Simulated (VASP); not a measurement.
Set up this calculation in VASP 6.6.1, as the native input.

```yaml
Task: single point
Functional: PBEsol
Potentials_or_basis: VASP PAW PBE potentials, release 64 (Be)
Cutoff: 520 eV
k_mesh: 26 × 26 × 26
Occupations: gaussian, width 0.15 eV
Spin: no spin polarisation
Dipole_correction: no
Further_INCAR_settings: ALGO = Normal; EDIFF = 1e-06; NBANDS = 7
```

The structure of Be lies in POSCAR:

```
Be
1.0
   -1.2656521608      1.2656521608      1.2531209513
    1.2656521608     -1.2656521608      1.2531209513
    1.2405897418      1.2405897418     -1.2531209513
Be
1
Direct
    0.0000000000      0.0000000000      0.0000000000
```

This cell differs from its parent crystal: strain -0.0200 x Voigt [0, 0, 0, 0, 0, 1].

One way to write it, as run:

INCAR

```
PREC = Accurate
ENCUT = 520
EDIFF = 1E-6
ISMEAR = 0
SIGMA = 0.15
LREAL = F
LASPH = T
NELM = 100
ALGO = Normal
ISIF = 2
LWAVE = F
LCHARG = T
GGA = PS
LELF = T
LVHAR = T
NBANDS = 7
```

KPOINTS

```
Automatic mesh
0
Gamma
  26 26 26
```

Potentials or basis: VASP PAW PBE potentials, release 64 (Be).

Run with:

```console
$ cat potpaw_PBE.64/Be/POTCAR > POTCAR
$ mpirun -np 1 vasp_std > vasp.out
```

It gave:

* Pressure: -1.5 GPa
* Band gap on the k mesh: zero (band 1 reaches 11.72 eV, above the bottom of band 2 at 6.53 eV)

Caveat: the cell differs from its parent crystal (strain -0.0200 x Voigt [0, 0, 0, 0, 0, 1]); the PAW data sets were made with another functional, which shifts forces and pressure a little.

It took 44 s on 1 thread of AMD EPYC 9R14 (Zen 4) (shared host), peak memory 0.19 GiB.
